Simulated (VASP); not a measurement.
Runs of VASP 6.6.1 on Al2Cu. The structure is that of space group I4/mcm (No. 140), or close to it. The cells are those of the table. 

```tsv
cell	further INCAR settings	gap on the mesh (eV)	pressure (GPa)	largest force (eV/Å)
a = 4.854 Å, angles 105.6, 105.6, 117.6°, 6 atoms	ALGO = Fast; EDIFF = 1e-06; NBANDS = 26	none	(a)	0.17
a = 4.964 Å, angles 104.9, 104.9, 119.1°, 6 atoms	ALGO = Fast; EDIFF = 1e-07; NBANDS = 26	none	-2.4	0.07
a = 5.004 Å, angles 102.9, 102.9, 123.5°, 6 atoms	ALGO = Fast; EDIFF = 1e-06; NBANDS = 26	none	-2.3	0.12
a = 4.853 Å, angles 104.2, 104.2, 120.6°, 6 atoms	ALGO = Fast; EDIFF = 1e-06; NBANDS = 26	none	5.6	0.05
a = 4.891 Å, angles 103.6, 103.6, 122.1°, 6 atoms	ALGO = Fast; EDIFF = 1e-06; NBANDS = 26	none	3.4	0.12
a = 4.945 Å, angles 104.5, 104.5, 119.9°, 6 atoms	ALGO = Fast; EDIFF = 1e-06; NBANDS = 26	none	(b)	0.02
a = 4.983 Å, angles 103.9, 103.9, 121.3°, 6 atoms	ALGO = Fast; EDIFF = 1e-06; NBANDS = 26	none	-2.8	0.04
a = 4.835 Å, angles 105.2, 105.2, 118.3°, 6 atoms	ALGO = Fast; EDIFF = 1e-06; NBANDS = 26	none	5.3	0.10
```

Alike in all rows: task single point; level PBE; potentials or basis VASP PAW PBE potentials, release 64 (Al, Cu); no spin polarisation; k mesh 12 × 12 × 12; cutoff (eV) 520; smearing gaussian 0.15 eV.

Question: Estimate the missing entries.

Answer: (a) 4.5; (b) -0.5.

Caveats: the cell stands under pressure (at least some runs); the stress differs along the axes, from -0 to 7 GPa (at least some runs); the stress differs along the axes, from -5 to 3 GPa (at least some runs); the stress differs along the axes, from 1 to 7 GPa (at least some runs).

A gap of «none» marks levels without a gap at the run's occupations.
